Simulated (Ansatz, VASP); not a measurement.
MoS2: VASP beside Ansatz

INCAR

```
SYSTEM = MoS2
PREC = Accurate
ENCUT = 520
EDIFF = 1E-6
ISMEAR = -1
SIGMA = 0.05
LREAL = .False.
LASPH = .True.
NELM = 60
ALGO = Normal
ISIF = 2
LWAVE = .False.
LCHARG = .True.
GGA = PS
LVHAR = .True.
NBANDS = 64
KPAR = 4
```

The input KPOINTS:

```
Automatic mesh
0
Gamma
  10 10 1
  0 0 0
```

File POSCAR:

```
MoS2
1.0
    3.1837189491      0.0000000000      0.0000000000
   -1.5918594745      2.7571814884      0.0000000000
    0.0000000000      0.0000000000     34.4792384800
Mo S
4 8
Direct
    0.3331600000      0.6743670000      0.0932870000
    0.3349630000      0.6733850000      0.7213480000
    0.6729390000      0.3514330000      0.2796830000
    0.6825040000      0.3529300000      0.9057120000
    0.6633910000      0.3385470000      0.0490810000
    0.6547310000      0.3421420000      0.6761940000
    0.3290650000      0.6612750000      0.2354510000
    0.3335140000      0.6689410000      0.8617640000
    0.6685240000      0.3357200000      0.1397050000
    0.6802430000      0.3484700000      0.7650270000
    0.3393980000      0.6541990000      0.3243320000
    0.3383990000      0.6623010000      0.9515420000
```

input.yaml

```yaml
crystal:
  lattice:
    - [3.1837189491, 0.0, 0.0]
    - [-1.5918594745, 2.7571814884, 0.0]
    - [0.0, 0.0, 34.47923848]
  atoms:
    - { symbol: Mo, position: [0.33316, 0.674367, 0.093287] }
    - { symbol: Mo, position: [0.334963, 0.673385, 0.721348] }
    - { symbol: Mo, position: [0.672939, 0.351433, 0.279683] }
    - { symbol: Mo, position: [0.682504, 0.35293, 0.905712] }
    - { symbol: S, position: [0.663391, 0.338547, 0.049081] }
    - { symbol: S, position: [0.654731, 0.342142, 0.676194] }
    - { symbol: S, position: [0.329065, 0.661275, 0.235451] }
    - { symbol: S, position: [0.333514, 0.668941, 0.861764] }
    - { symbol: S, position: [0.668524, 0.33572, 0.139705] }
    - { symbol: S, position: [0.680243, 0.34847, 0.765027] }
    - { symbol: S, position: [0.339398, 0.654199, 0.324332] }
    - { symbol: S, position: [0.338399, 0.662301, 0.951542] }
hamiltonian:
  xc: pbesol
  pseudopotentials: { kind: paw }
kpoints:
  mp_grid: { grid: [10, 10, 1] }
scf:
  occupations: { method: fermi_dirac, width: 0.05 }
output:
  forces: true
  stress: true
  eigenvalues: true
  write_density: true
  write_potential: true
  elf: true
  volumetric_format: npy
```

Change from the starting cell: atoms moved at random, drawn with an rms of 0.05 Å.

Alike in both runs: task single point; functional PBEsol; k mesh 10 × 10 × 1; occupations fermi-dirac, width 0.05 eV; no spin polarisation.

```csv
,VASP,Ansatz
version,VASP 6.6.1,Ansatz 0.2.0
potentials or method,"VASP PAW PBE potentials, release 64 (Mo_sv, S)",Ansatz PAW
plane-wave cutoff (eV),520,420
valence electrons in the cell,104,104
```

|  | VASP | Ansatz | Ansatz less VASP |
| --- | --- | --- | --- |
| gap on the k mesh at the Fermi level (eV) | 1.05 | 1.03 | -0.019 |
| least direct gap on the mesh (eV) | 1.70 | 1.68 | -0.015 |
| rms of the force components (eV/Å) | 0.564 | 0.564 | 0.0000 |

VASP's potentials were made for PBE, not for PBEsol. Atom by atom the forces differ by 0.001 eV/Å (rms over components). The functional is the same, so the differences come from potentials, cutoffs and numerics.
